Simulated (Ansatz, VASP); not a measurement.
## W: VASP beside Ansatz

Contents of INCAR:

```
SYSTEM = W
PREC = Accurate ; ENCUT = 520
EDIFF = 1E-6 ; ISMEAR = -1
SIGMA = 0.4 ; LREAL = .FALSE.
LASPH = .TRUE. ; NELM = 60
ALGO = Fast ; ISIF = 2
LWAVE = .FALSE. ; LCHARG = .FALSE.
GGA = PE ; NBANDS = 13
```

File KPOINTS:

```
Automatic mesh
0
G
  20 20 20
  0 0 0
```

The input POSCAR:

```
W
1.0
   -1.6372325000      1.6372325000      1.6771650000
    1.6372325000     -1.6372325000      1.6771650000
    1.6372325000      1.6372325000     -1.6771650000
W
1
Direct
    0.0000000000      0.0000000000      0.0000000000
```

Input for Ansatz:

```yaml
crystal:
  lattice:
    - [-1.6372325, 1.6372325, 1.677165]
    - [1.6372325, -1.6372325, 1.677165]
    - [1.6372325, 1.6372325, -1.677165]
  atoms:
    - { symbol: W, position: [0.0, 0.0, 0.0] }
basis:
  ecutwfc: 420
kpoints:
  mp_grid: { grid: [20, 20, 20] }
hamiltonian:
  xc: pbe
scf:
  occupations: { method: fermi_dirac, width: 0.4 }
output:
  forces: true
  stress: true
  eigenvalues: true
```

Change from the starting cell: strain +0.025 along x and y, +0.050 along z, atoms carried along.

Alike in both runs: task single point; functional PBE; k mesh 20 × 20 × 20; occupations fermi-dirac, width 0.4 eV; no spin polarisation.

|  | VASP | Ansatz |
| --- | --- | --- |
| version | VASP 6.6.1 | Ansatz 0.2.0 |
| potentials or method | VASP PAW PBE potentials, release 64 (W_sv), cutoff 520 eV | scalar-relativistic, plane waves, PAW |
| valence electrons in the cell | 14 | 14 |

Ansatz gave:

```
gap on the k mesh at the Fermi level (eV)                     : none
pressure (GPa)                                                : -24.2
traceless stress, the component that is largest in VASP (GPa) : -2.92
```

Question: Estimate VASP's values.

Answer: gap on the k mesh at the Fermi level (eV): none; pressure (GPa): -24.0; traceless stress, the component that is largest in VASP (GPa): -2.92.

A gap of «none» marks a metal or a gap that the smearing closes.

Neither program's run includes spin-orbit coupling.
